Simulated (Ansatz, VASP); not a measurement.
W in VASP and in Ansatz

INCAR

```
PREC = Accurate ; ENCUT = 520
EDIFF = 1E-7 ; ISMEAR = -1
SIGMA = 0.1 ; LREAL = F
LASPH = T ; NELM = 60
ALGO = Normal ; ISIF = 2
LWAVE = F ; LCHARG = F
GGA = PE ; NBANDS = 21
```

KPOINTS

```
Automatic mesh
0
Gamma
  15 15 7
```

Contents of POSCAR:

```
W
1.0
    2.8843919876      0.0000000000      0.0000000000
   -1.4421959938      2.4979567357      0.0000000000
    0.0000000000      0.0000000000      5.1387349168
W
2
Direct
    0.3333333333      0.6666666667      0.2500000000
    0.6666666667      0.3333333333      0.7500000000
```

Input for Ansatz:

```yaml
crystal:
  lattice:
    - [2.8843919876, 0.0, 0.0]
    - [-1.4421959938, 2.4979567357, 0.0]
    - [0.0, 0.0, 5.1387349168]
  atoms:
    - { symbol: W, position: [0.3333333333, 0.6666666667, 0.25] }
    - { symbol: W, position: [0.6666666667, 0.3333333333, 0.75] }
hamiltonian:
  xc: pbe
  pseudopotentials:
    kind: paw
    azcp:
      W: "pseudopotentials/W.paw.azcp"
basis:
  ecutwfc: 420
  fft_grid_basis: typed
kpoints:
  mp_grid: { grid: [15, 15, 7], shift: [0, 0, 0] }
magnetization:
  spin_polarized: false
scf:
  occupations: { method: fermi_dirac, width: 0.1 }
  lower_state_search: "off"
output:
  stress: true
```

Alike in both runs: task single point; functional PBE; k mesh 15 × 15 × 7; occupations fermi-dirac, width 0.1 eV; no spin polarisation.

|  | VASP | Ansatz |
| --- | --- | --- |
| version | VASP 6.6.1 | Ansatz 0.2.0 |
| potentials or method | VASP PAW PBE potentials, release 64 (W_sv), cutoff 520 eV | plane waves (420 eV) with PAW, scalar-relativistic |
| valence electrons in the cell | 28 | 28 |

|  | VASP | Ansatz | Ansatz less VASP |
| --- | --- | --- | --- |
| pressure (GPa) | -24.9 | -25.1 | -0.17 |
| traceless stress, the component that is largest in VASP (GPa) | 3.10 | 3.18 | +0.080 |

With one functional, cell and mesh, what is left measures potentials, basis and numerics.

Neither program's run includes spin-orbit coupling.
